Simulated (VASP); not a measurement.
The system is Ga2AsP.

```
Ga P As
1.0
     3.85473    0.00000    0.00000
     0.00000    3.85473    0.00000
     0.00000    0.00000    5.45141
Ga P As
2 1 1
Direct
  0.50000 0.00000 0.75000
  0.00000 0.50000 0.25000
  0.50000 0.50000 0.50000
  0.00000 0.00000 0.00000
```

| Property | Result |
| --- | --- |
| Program | VASP 6.6.1 |
| Task | relaxation of cell and atoms |
| Functional | PBE |
| Potentials or basis | VASP PAW PBE potentials, release 64 (Ga_d, P, As) |
| Cutoff | 600 eV |
| k mesh | 4 × 4 × 4 |
| Occupations | gaussian, width 0.1 eV |
| Spin | no spin polarisation |

At the start: pressure 8.3 GPa; volume 20.25 Å³/atom.

Problem. Where does the relaxation end?

Solution. Over 5 steps the energy falls by 59.3 meV/atom and the volume is 22.27 Å³/atom (+10.0 %); space group P-4m2 (No. 115, to 0.1 Å) before and after.

The path:
```tsv
step	energy change (eV)	largest force (eV/Å)	pressure (GPa)	volume (Å³)
1	0.0000	0.8831	8.34	81.00
2	-0.1849	0.0764	-3.14	93.99
3	-0.2298	0.2895	-0.31	89.61
4	-0.2363	0.1055	-0.11	89.26
5	-0.2374	0.0025	0.03	89.06
```

Final structure:
```
CELL_PARAMETERS angstrom
3.99289 0.00000 0.00000
0.00000 3.99289 0.00000
0.00000 0.00000 5.58622
ATOMIC_POSITIONS crystal
Ga 0.50000 0.00000 0.74077
Ga 0.00000 0.50000 0.25923
P 0.50000 0.50000 0.50000
As 0.00000 0.00000 0.00000
```
